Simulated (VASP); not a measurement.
# ZnSe (P4/nmm) in VASP: a series of runs

Runs on ZnSe. Level: LDA. Tasks: single point.

Program: VASP 6.6.1. These are calculated values, not measurements. Logs are shortened: lines on timing, memory, paths and dates and some standing lists are left out, and cuts for length are marked.

**1. The cell of the first run**

Symmetry: P4/nmm, No. 129, tetragonal system. Conventional cell: a = 3.983 Å, b = 3.983 Å, c = 5.256 Å, α = 90.00°, β = 90.00°, γ = 90.00°. Within 3.3 Å of Zn (site symmetry -4m2) lie 4 Se at 2.54 Å and 4 Zn at 2.82 Å. Se (site symmetry 4mm) has 4 Zn at 2.54 Å within 3.3 Å.

**2. Single point, LDA (atoms shifted along a free coordinate)**

INCAR reads:

```
PREC = Accurate ; ENCUT = 520
EDIFF = 1E-6 ; ISMEAR = 0
SIGMA = 0.05 ; LREAL = False
LASPH = True ; NELM = 60
ALGO = Normal ; ISIF = 2
LWAVE = False ; LCHARG = False
NBANDS = 26
```

KPOINTS reads:

```
regular mesh
0
Gamma
  8 8 6
```

POSCAR reads:

```
ZnSe
1.0
    3.9827722569      0.0000000000      0.0000000000
    0.0000000000      3.9827722569      0.0000000000
    0.0000000000      0.0000000000      5.2564395555
Zn Se
2 2
Direct
    0.0000000000      0.0000000000      0.0000000000
    0.5000000000      0.5000000000      0.0000000000
    0.0000000000      0.5000000000      0.2984995820
    0.5000000000      0.0000000000      0.7015004180
```

Potentials or basis: VASP PAW LDA potentials, release 64 (Zn, Se).

The run is started by

```
$ cat potpaw_LDA.64/Zn/POTCAR potpaw_LDA.64/Se/POTCAR > POTCAR
$ mpirun -np 1 vasp_std > vasp.out
```

OUTCAR:

```text
PREC = Accurate
   ENCUT = 520
   EDIFF = 1E-6
   ISMEAR = 0
   LREAL = False
   LASPH = True
   NELM = 60
   ISIF = 2

 ion  position               nearest neighbor table
   1  0.000  0.000  0.000-   3 2.54   4 2.54   3 2.54   4 2.54   2 2.82   2 2.82   2 2.82   2 2.82

   2  0.500  0.500  0.000-   3 2.54   4 2.54   4 2.54   3 2.54   1 2.82   1 2.82   1 2.82   1 2.82

   3  0.000  0.500  0.298-   1 2.54   2 2.54   1 2.54   2 2.54
   4  0.500  0.000  0.702-   1 2.54   2 2.54   2 2.54   1 2.54

  LATTYP: Found a simple tetragonal cell.
 ALAT       =     3.9827722569
 C/A-ratio  =     1.3197941575

  Lattice vectors:

 A1 = (   3.9827722569,   0.0000000000,   0.0000000000)
 A2 = (   0.0000000000,   3.9827722569,   0.0000000000)
 A3 = (   0.0000000000,   0.0000000000,   5.2564395555)

Analysis of symmetry for initial positions (statically):
=====================================================================
 Subroutine PRICEL returns:
 Original cell was already a primitive cell.

 Routine SETGRP: Setting up the symmetry group for a
 simple tetragonal supercell.

 Subroutine GETGRP returns: Found 16 space group operations
 (whereof  8 operations were pure point group operations)
 out of a pool of 16 trial point group operations.

The static configuration has the point symmetry D_2d.
 The point group associated with its full space group is D_4h.

Analysis of symmetry for dynamics (positions and initial velocities):
=====================================================================
 Subroutine PRICEL returns:
 Original cell was already a primitive cell.

 Routine SETGRP: Setting up the symmetry group for a
 simple tetragonal supercell.

 Subroutine GETGRP returns: Found 16 space group operations
 (whereof  8 operations were pure point group operations)
 out of a pool of 16 trial point group operations.

The dynamic configuration has the point symmetry D_2d.
 The point group associated with its full space group is D_4h.

 Subroutine INISYM returns: Found 16 space group operations
 (whereof  8 operations are pure point group operations),
 and found     1 'primitive' translations

----------------------------------------------------------------------------------------

                                     Primitive cell

  volume of cell :      83.3801
[... 90 lines left out ...]
   LASPH  =      T    aspherical Exc in radial PAW
   ENCUT  =  520.0 eV  38.22 Ry    6.18 a.u.   7.41  7.41  9.77*2*pi/ulx,y,z
   NELM   =     60;   NELMIN=  2; NELMDL= -5     # of ELM steps
   EDIFF  = 0.1E-05   stopping-criterion for ELM
   LREAL  =      F    real-space projection
   EDIFFG = 0.1E-04   stopping-criterion for IOM
   NSW    =      0    number of steps for IOM
   IBRION =     -1    ionic relax: 0-MD 1-quasi-New 2-CG
   NFREE  =      0    steps in history (QN), initial steepest desc. (CG)
   ISIF   =      2    stress and relaxation
   ISYM   =      2    0-nonsym 1-usesym 2-fastsym
   POTIM  = 0.5000    time-step for ionic-motion
   TEBEG  =    0.0;   TEEND  =   0.0 temperature during run
   PSTRESS=    0.0 pullay stress
   NELECT =      36.0000    total number of electrons
   NUPDOWN=      -1.0000    fix difference up-down
   EMIN   =  10.00;   EMAX   =-10.00  energy-range for DOS
   EFERMI =   0.00;   METHOD = LEGACY
   ISMEAR =     0;   SIGMA  =   0.05  broadening in eV -4-tet -1-fermi 0-gaus
   EFERMI_NEDOS =   21; number of points for ismear=-14 and -15
   IALGO  =     38    algorithm
   IMIX   =      4    mixing-type and parameters
     AMIX     =   0.40;   BMIX     =  1.00
     AMIX_MAG =   1.60;   BMIX_MAG =  1.00
  volume/ion in A,a.u.               =      20.85       140.67
  Fermi-wavevector in a.u.,A,eV,Ry     =   1.237337  2.338229 20.830570  1.531004
  Thomas-Fermi vector in A             =   2.371909
   LORBIT       =      0    0 simple, 1 ext, 2 COOP (PROOUT), +10 PAW based schemes
   GGA     = CA    functional components
   LHFCALC =     F    Hartree Fock is set to
   AEXX    =    0.0000 exact exchange contribution
   IVDW    =     0    specifies the selected vdW correction
   LEPSILON=     F    determine dielectric tensor
   LRPA    =     F    only Hartree local field effects (RPA)
 non-spin polarized calculation
 Gauss-broadening in eV      SIGMA  =   0.05
  energy-cutoff  :      520.00
  volume of cell :       83.38
 maximum number of plane-waves:      2283
 NGX is ok and might be reduce to    30
   NGX = 15   NGY = 15   NGZ = 19

 number of electron      36.0000052 magnetization

 Free energy of the ion-electron system (eV)
  ---------------------------------------------------
  ext. energy  EPLUGINS =         0.00000000
  ---------------------------------------------------
  free energy    TOTEN  =       -13.94105493 eV

  energy without entropy =      -13.94105493  energy(sigma->0) =      -13.94105493

 E-fermi :   2.7424     XC(G=0): -10.2046

 val. band max:        2.5145020100   @ k =   0.0000   0.0000   0.0000
 cond. band min:       3.7126263594   @ k =   0.0000   0.0000   0.0000
 fundamental gap:      1.1981243494
 Fermi energy:         2.7424322524

 k-point     1 :       0.0000    0.0000    0.0000
  band No.  band energies     occupation
      1     -11.3240      2.00000
      2      -9.8405      2.00000
      3      -5.0276      2.00000
      4      -4.9563      2.00000
      5      -4.7883      2.00000
      6      -4.7883      2.00000
[... 685 lines left out ...]
     25      11.3673      0.00000
     26      11.3673      0.00000

 [... further k-points ...]

------------------------ aborting loop because EDIFF is reached ----------------------------------------

  FORCE on cell =-STRESS in cart. coord.  units (eV):
  Direction    XX          YY          ZZ          XY          YZ          ZX
  --------------------------------------------------------------------------------------
  -------------------------------------------------------------------------------------
  Total       -1.2034422     -1.2034422     -2.4837938      0.0000000      0.0000000      0.0000000
  in kB      -23.1245450    -23.1245450    -47.7269294      0.0000000      0.0000000      0.0000000
  external PRESSURE =     -31.3253398 kB  Pullay stress =       0.0000000 kB

 VOLUME and BASIS-vectors are now :
 -----------------------------------------------------------------------------
  energy-cutoff  :      520.00
  volume of cell :       83.38
      direct lattice vectors                 reciprocal lattice vectors
     3.982772257  0.000000000  0.000000000     0.251081391  0.000000000  0.000000000
     0.000000000  3.982772257  0.000000000     0.000000000  0.251081391  0.000000000
     0.000000000  0.000000000  5.256439556     0.000000000  0.000000000  0.190242842

 POSITION                                       TOTAL-FORCE (eV/Angst)
 -----------------------------------------------------------------------------------
      0.00000      0.00000      0.00000         0.000000     -0.000000      0.000000
      1.99139      1.99139      0.00000         0.000000      0.000000      0.000000
      0.00000      1.99139      1.56905         0.000000      0.000000     -0.949582
      1.99139      0.00000      3.68739         0.000000     -0.000000      0.949582
 -----------------------------------------------------------------------------------
    total drift:                                0.000000      0.000000      0.000000

  FREE ENERGIE OF THE ION-ELECTRON SYSTEM (eV)
  ---------------------------------------------------
  free  energy   TOTEN  =       -13.9410549336 eV

  energy  without entropy=      -13.9410549336  energy(sigma->0) =      -13.94105493
```

stdout:

```text
POSCAR found type information on POSCAR ZnSe
 POSCAR found :  2 types and       4 ions
 scaLAPACK will be used
 LDA part: xc-table for (Slater(with rela. corr.)+CA(PZ))
 , standard interpolation
 POSCAR, INCAR and KPOINTS ok, starting setup
 FFT: planning ... GRIDC
 FFT: planning ... GRID_SOFT
 FFT: planning ... GRID
 WAVECAR not read
 entering main loop
```

Run time: 2.7 min. Hardware: 1 thread of Intel Xeon 8259CL, shared host; peak memory 0.24 GiB.

What came out:

* Free energy: -13.9411 eV
* Pressure: -3.1 GPa
* Largest force: 0.950 eV/Å
* Band gap on the k mesh: 1.20 eV

Forces on the atoms (eV/Å):
```
Zn   0.000  0.000  0.000
Zn   0.000  0.000  0.000
Se   0.000  0.000 -0.950
Se   0.000  0.000  0.950
```

Levels at points of the mesh, in eV from the valence-band top:
```csv
k point,band 14,band 15,band 16,band 17,band 18,band 19,band 20,band 21,band 22,band 23
"(0.00, 0.00, 0.00)",-2.81,-2.81,-0.73,0.00,0.00,1.20,1.60,2.75,4.82,4.82
"(0.50, 0.00, 0.00)",-4.78,-2.79,-2.79,-1.19,-1.19,3.62,3.62,4.60,4.60,6.51
"(0.50, 0.50, 0.00)",-4.93,-2.68,-2.68,-2.17,-2.17,2.09,2.09,2.24,2.24,10.10
"(0.00, 0.00, 0.50)",-2.08,-2.08,-2.03,-1.19,-1.19,2.03,3.24,4.18,4.18,6.00
"(0.50, 0.00, 0.50)",-5.91,-1.06,-1.06,-0.86,-0.86,1.84,1.84,5.29,5.29,5.65
"(0.50, 0.50, 0.50)",-4.33,-3.77,-3.77,-3.42,-3.42,4.69,4.69,4.83,4.83,8.02
```

Caveat: the cell differs from its parent crystal (atoms shifted along a free coordinate); the cell stands under tension.

[end of part 1 of 2]
